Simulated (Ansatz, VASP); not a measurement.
**F in VASP and in Ansatz**

INCAR

```
ALGO = Normal
EDIFF = 1E-6
ENCUT = 520
GGA = PE
ISIF = 2
ISMEAR = -1
LASPH = T
LCHARG = F
LREAL = F
LWAVE = F
NBANDS = 14
NELM = 80
PREC = Accurate
SIGMA = 0.05
```

KPOINTS

```
k-points
0
Gamma
  17 17 17
```

Contents of POSCAR:

```
F
1.0
   -1.7196413128      1.7196413128      1.0496873392
    1.7196413128     -1.7196413128      1.0496873392
    1.7196413128      1.7196413128     -1.0496873392
F
2
Direct
   -0.3750000000     -0.1250000000     -0.2500000000
    0.3750000000      0.1250000000      0.2500000000
```

Input for Ansatz:

```yaml
crystal:
  lattice:
    - [-1.7196413128, 1.7196413128, 1.0496873392]
    - [1.7196413128, -1.7196413128, 1.0496873392]
    - [1.7196413128, 1.7196413128, -1.0496873392]
  atoms:
    - { symbol: F, position: [-0.375, -0.125, -0.25] }
    - { symbol: F, position: [0.375, 0.125, 0.25] }
kpoints:
  mp_grid: { grid: [17, 17, 17] }
scf:
  occupations: { method: fermi_dirac, width: 0.05 }
hamiltonian:
  xc: pbe
  pseudopotentials: { kind: all_electron, lapw: { basis_error: 0.001 } }
output:
  forces: true
  stress: true
  eigenvalues: true
  populations: true
```

Change from the starting cell: volume scaled by 0.55, LAPW.

Alike in both runs: task single point; functional PBE; k mesh 17 × 17 × 17; occupations fermi-dirac, width 0.05 eV; no spin polarisation.

|  | VASP | Ansatz |
| --- | --- | --- |
| version | VASP 6.6.1 | Ansatz 0.2.0 |
| potentials or method | VASP PAW PBE potentials, release 64 (F), cutoff 520 eV | all-electron LAPW, scalar-relativistic |

|  | VASP | Ansatz | Ansatz less VASP |
| --- | --- | --- | --- |
| pressure (GPa) | 121.3 | 122.0 | +0.74 |
| traceless stress, the component that is largest in VASP (GPa) | -0.77 | -0.34 | +0.436 |

Both programs put the cell under a high pressure, so it lies far from rest at this level. Ansatz ran all-electron here, and VASP with PAW potentials.

Noted on VASP's run: the cell as given lies far from equilibrium.
